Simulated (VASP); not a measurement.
Input of a VASP 6.6.1 run:

POSCAR

```
TiAl
1.0
    2.7438773458      0.0000000000      0.0000000000
    0.0000000000      2.7438773458      0.0000000000
    0.0000000000      0.0000000000      3.9688958218
Ti Al
1 1
Direct
    0.5000000000      0.5000000000      0.5000000000
    0.0000000000      0.0000000000      0.0000000000
```

The input INCAR.step1:

```
SYSTEM = TiAl
PREC     = Accurate       ! precision mode
ENCUT    = 520            ! plane-wave cutoff, eV
ISMEAR   = 0              ! smearing method
SIGMA    = 0.1            ! smearing width, eV
LREAL    = .FALSE.        ! projectors in reciprocal space
LASPH    = .TRUE.         ! aspherical terms in the spheres
NELM     = 80             ! most SCF steps
NBANDS   = 14             ! bands
GGA      = PE             ! functional
ALGO     = Normal         ! electronic algorithm
EDIFF    = 1E-4           ! SCF threshold, eV
LWAVE    = .TRUE.         ! write WAVECAR
LCHARG   = .FALSE.        ! write CHGCAR
```

File INCAR.step2:

```
SYSTEM = TiAl
PREC     = Accurate       ! precision mode
ENCUT    = 520            ! plane-wave cutoff, eV
EDIFF    = 1E-6           ! SCF threshold, eV
ISMEAR   = 0              ! smearing method
SIGMA    = 0.1            ! smearing width, eV
LREAL    = .FALSE.        ! projectors in reciprocal space
LASPH    = .TRUE.         ! aspherical terms in the spheres
NELM     = 80             ! most SCF steps
ALGO     = Normal         ! electronic algorithm
ISIF     = 2              ! what is computed and relaxed
LWAVE    = .FALSE.        ! write WAVECAR
LCHARG   = .FALSE.        ! write CHGCAR
METAGGA  = R2SCAN         ! meta-GGA
LMIXTAU  = .TRUE.       
NBANDS   = 14             ! bands
ISTART   = 1
```

File KPOINTS:

```
regular mesh
0
G
  14 14 10
  0 0 0
```

Potentials or basis: VASP PAW PBE potentials, release 64 (Ti_sv, Al).

Command:

```sh
$ cat potpaw_PBE.64/Ti_sv/POTCAR potpaw_PBE.64/Al/POTCAR > POTCAR
$ cp INCAR.step1 INCAR
$ mpirun -np 1 vasp_std > vasp.out
$ cp INCAR.step2 INCAR
$ mpirun -np 1 vasp_std > vasp.out
```

Task: Predict the pressure.

Result: 10.2 GPa.

Caveat: the PAW data sets were made with another functional, which shifts forces and pressure a little.
